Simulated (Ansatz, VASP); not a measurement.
# Zr: VASP beside Ansatz

INCAR

```
PREC = Accurate
ENCUT = 520
EDIFF = 1E-6
ISMEAR = 0
SIGMA = 0.15
LREAL = False
LASPH = True
NELM = 60
ALGO = Fast
ISIF = 2
LWAVE = False
LCHARG = False
GGA = PS
NBANDS = 19
```

File KPOINTS:

```
Automatic mesh
0
Gamma
  18 18 10
```

POSCAR

```
Zr
1.0
    3.2319982225      0.0000000000      0.0848399533
   -1.6159991112      2.7989925657     -0.0424199767
    0.1351087500      0.0000000000      5.1470000000
Zr
2
Direct
    0.3333333333      0.6666666667      0.2500000000
    0.6666666667      0.3333333333      0.7500000000
```

Input for Ansatz:

```yaml
crystal:
  lattice:
    - [3.2319982225, 0.0, 0.0848399533]
    - [-1.6159991112, 2.7989925657, -0.0424199767]
    - [0.13510875, 0.0, 5.147]
  atoms:
    - { symbol: Zr, position: [0.3333333333, 0.6666666667, 0.25] }
    - { symbol: Zr, position: [0.6666666667, 0.3333333333, 0.75] }
basis:
  ecutwfc: 420
kpoints:
  mp_grid: { grid: [18, 18, 10] }
hamiltonian:
  xc: pbesol
scf:
  occupations: { method: gaussian, width: 0.15 }
output:
  forces: true
  stress: true
  eigenvalues: true
```

Change from the starting cell: strain +0.0525 x Voigt [0, 0, 0, 0, 1, 0], atoms carried along.

Alike in both runs: task single point; functional PBEsol; k mesh 18 × 18 × 10; occupations gaussian, width 0.15 eV; no spin polarisation.

|  | VASP | Ansatz |
| --- | --- | --- |
| version | VASP 6.6.1 | Ansatz 0.2.0 |
| potentials or method | VASP PAW PBE potentials, release 64 (Zr_sv), cutoff 520 eV | scalar-relativistic, plane waves, PAW |
| valence electrons in the cell | 24 | 24 |

```csv
,VASP,Ansatz,Ansatz less VASP
gap on the k mesh at the Fermi level (eV),none,none,-
pressure (GPa),-3.3,-3.3,-0.05
"traceless stress, the component that is largest in VASP (GPa)",-1.27,-1.26,+0.006
rms of the force components (eV/Å),0.005,0.005,-0.0001
```

VASP's potentials were made for PBE, not for PBEsol. Atom by atom the forces differ by 0.000 eV/Å (rms over components). A gap of «none» marks a metal or a gap that the smearing closes.
